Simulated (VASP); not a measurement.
Ca2SeO: single point with r2SCAN

The system is Ca2SeO.

```
CELL_PARAMETERS angstrom
3.88286 0.00000 0.00000
0.00000 3.88286 0.00000
0.00000 0.00000 5.49445
ATOMIC_POSITIONS crystal
O 0.00000 0.00000 0.00000
Ca 0.00000 0.00000 0.50000
Ca 0.50000 0.50000 0.00000
Se 0.50000 0.50000 0.50000
```

| Quantity | Value |
| --- | --- |
| Program | VASP 6.6.1 |
| Task | single point |
| Functional | r2SCAN |
| Potentials or basis | VASP PAW PBE potentials, release 64 (O, Ca_sv, Se) |
| Cutoff | 520 eV |
| k mesh | 6 × 6 × 6 |
| Occupations | gaussian, width 0.01 eV |
| Spin | no spin polarisation |

- Pressure: 0.4 GPa
- Band gap on the k mesh: 2.51 eV

Levels at points of the mesh, in eV from the valence-band top:
```
           k point  band 14  band 15  band 16  band 17  band 18  band 19
(0.00, 0.00, 0.00)     0.00     0.00     0.00     2.51     3.69     4.80
(0.50, 0.00, 0.00)    -1.41    -0.76    -0.61     4.65     5.92     5.93
(0.50, 0.50, 0.00)    -0.52    -0.52    -0.40     2.79     2.79     5.80
(0.00, 0.00, 0.50)    -0.68    -0.28    -0.28     2.81     4.55     4.85
(0.50, 0.00, 0.50)    -0.97    -0.79    -0.66     5.10     5.99     6.22
(0.50, 0.50, 0.50)    -0.99    -0.99    -0.84     4.49     4.49     5.99
```

Wall time 2.6 min on 1 thread of AMD EPYC 9R45 96-Core Processor (Zen 5) (shared host), peak memory 0.22 GiB.

Caveat: the PAW data sets were made with another functional, which shifts forces and pressure a little. A k mesh can miss the band edges.
